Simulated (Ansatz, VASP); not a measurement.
This is a calculation of Si2Mo for Ansatz 0.2.0.

input.yaml

```yaml
crystal:
  lattice:
    - [-1.6313805159, 1.6313805159, 4.0075881985]
    - [1.6313805159, -1.6313805159, 4.0075881985]
    - [1.6313805159, 1.6313805159, -4.0075881985]
  atoms:
    - { symbol: Mo, position: [0.0, 0.0, 0.0], spin: 1.0 }
    - { symbol: Si, position: [0.667, 0.667, 0.0] }
    - { symbol: Si, position: [0.333, 0.333, 0.0] }
kpoints:
  mp_grid: { grid: [12, 12, 12] }
scf:
  occupations: { method: gaussian, width: 0.15 }
  lower_state_search: "off"
hamiltonian:
  xc: pbesol
  pseudopotentials: { kind: all_electron, lapw: { basis_error: 0.001 } }
magnetization:
  spin_polarized: true
  initial_magnetization: 1.0
  spin_locking: { lock_magnetization: hard }
output:
  forces: true
  stress: true
  eigenvalues: true
```

Potentials or basis: all-electron LAPW, scalar-relativistic.

The run is started by

```bash
$ ansatz run input.yaml --threads 2 --pin off --max-ram 6144MiB --backend cpu --events-out ev --progress --plain --runs-dir out
```

Q: Translate it to VASP 6.6.1. Potentials there: VASP PAW PBE potentials, release 64 (Mo_sv, Si).

A: As run (the cutoff follows the program's own potentials):

File INCAR:

```
SYSTEM = Si2Mo
  PREC = Accurate
  ENCUT = 520
  EDIFF = 1E-6
  ISMEAR = 0
  SIGMA = 0.15
  LREAL = .FALSE.
  LASPH = .TRUE.
  NELM = 150
  ALGO = Normal
  ISIF = 2
  LWAVE = .FALSE.
  LCHARG = .FALSE.
  ISPIN = 2
  MAGMOM = 1 0 0
  LORBIT = 11
  NUPDOWN = 1.0
  LMAXMIX = 4
  GGA = PS
  NBANDS = 22
```

KPOINTS

```
Automatic mesh
0
G
  12 12 12
  0 0 0
```

File POSCAR:

```
Si2Mo
1.0
   -1.6313805159      1.6313805159      4.0075881985
    1.6313805159     -1.6313805159      4.0075881985
    1.6313805159      1.6313805159     -4.0075881985
Mo Si
1 2
Direct
    0.0000000000      0.0000000000      0.0000000000
    0.6670000000      0.6670000000      0.0000000000
    0.3330000000      0.3330000000      0.0000000000
```

Potentials or basis: VASP PAW PBE potentials, release 64 (Mo_sv, Si).

The run is started by

```sh
$ cat potpaw_PBE.64/Mo_sv/POTCAR potpaw_PBE.64/Si/POTCAR > POTCAR
$ mpirun -np 1 vasp_std > vasp.out
```

Both were run:

|  | VASP | Ansatz | Ansatz less VASP |
| --- | --- | --- | --- |
| pressure (GPa) | -8.5 | -8.8 | -0.25 |
| traceless stress, the component that is largest in VASP (GPa) | 2.73 | 2.73 | -0.005 |
| rms of the force components (eV/Å) | 0.008 | 0.010 | +0.0019 |
| size of the moment on the site where the two differ most (μB) | 0.69 | 0.73 | +0.043 |

VASP's potentials were made for PBE, not for PBEsol. Site moments also hang on the region over which each program counts them. Atom by atom the forces differ by 0.002 eV/Å (rms over components). Ansatz ran all-electron here, and VASP with PAW potentials.
